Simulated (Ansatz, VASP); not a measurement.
Two plane-wave programs on Si2Ni

File INCAR:

```
ALGO = Normal
EDIFF = 1E-6
ENCUT = 520
GGA = PE
ISIF = 2
ISMEAR = 0
LASPH = T
LCHARG = F
LREAL = F
LWAVE = F
NBANDS = 16
NELM = 80
PREC = Accurate
SIGMA = 0.15
```

KPOINTS

```
k-points
0
Gamma
  16 16 16
```

Contents of POSCAR:

```
Si2Ni
1.0
    0.0000000000      2.9585707283      2.3076851681
    2.9585707283      0.0000000000      2.3076851681
    2.9585707283      2.9585707283      0.0000000000
Si Ni
2 1
Direct
    0.2500000000      0.2500000000      0.2500000000
    0.7500000000      0.7500000000      0.7500000000
    0.0000000000      0.0000000000      0.0000000000
```

Input for Ansatz:

```yaml
crystal:
  lattice:
    - [0.0, 2.9585707283, 2.3076851681]
    - [2.9585707283, 0.0, 2.3076851681]
    - [2.9585707283, 2.9585707283, 0.0]
  atoms:
    - { symbol: Si, position: [0.25, 0.25, 0.25] }
    - { symbol: Si, position: [0.75, 0.75, 0.75] }
    - { symbol: Ni, position: [0.0, 0.0, 0.0] }
basis:
  ecutwfc: 420
kpoints:
  mp_grid: { grid: [16, 16, 16] }
hamiltonian:
  xc: pbe
scf:
  occupations: { method: gaussian, width: 0.15 }
output:
  forces: true
  stress: true
  eigenvalues: true
  write_density: true
  write_potential: true
  elf: true
  volumetric_format: npy
```

Alike in both runs: task single point; functional PBE; k mesh 16 × 16 × 16; occupations gaussian, width 0.15 eV; no spin polarisation.

|  | VASP | Ansatz |
| --- | --- | --- |
| version | VASP 6.6.1 | Ansatz 0.2.0 |
| potentials or method | VASP PAW PBE potentials, release 64 (Si, Ni), cutoff 520 eV | scalar-relativistic, plane waves, PAW |
| valence electrons in the cell | 18 | 26 |

|  | VASP | Ansatz | Ansatz less VASP |
| --- | --- | --- | --- |
| gap on the k mesh at the Fermi level (eV) | none | none | - |
| pressure (GPa) | 3.0 | 3.1 | +0.10 |
| traceless stress, the component that is largest in VASP (GPa) | 21.15 | 21.40 | +0.248 |

A gap of «none» marks a metal or a gap that the smearing closes. The functional is the same, so the differences come from potentials, cutoffs and numerics. VASP's potentials hold 18 valence electrons a cell and Ansatz's 26, so a difference there can come from the potentials and not from the codes.
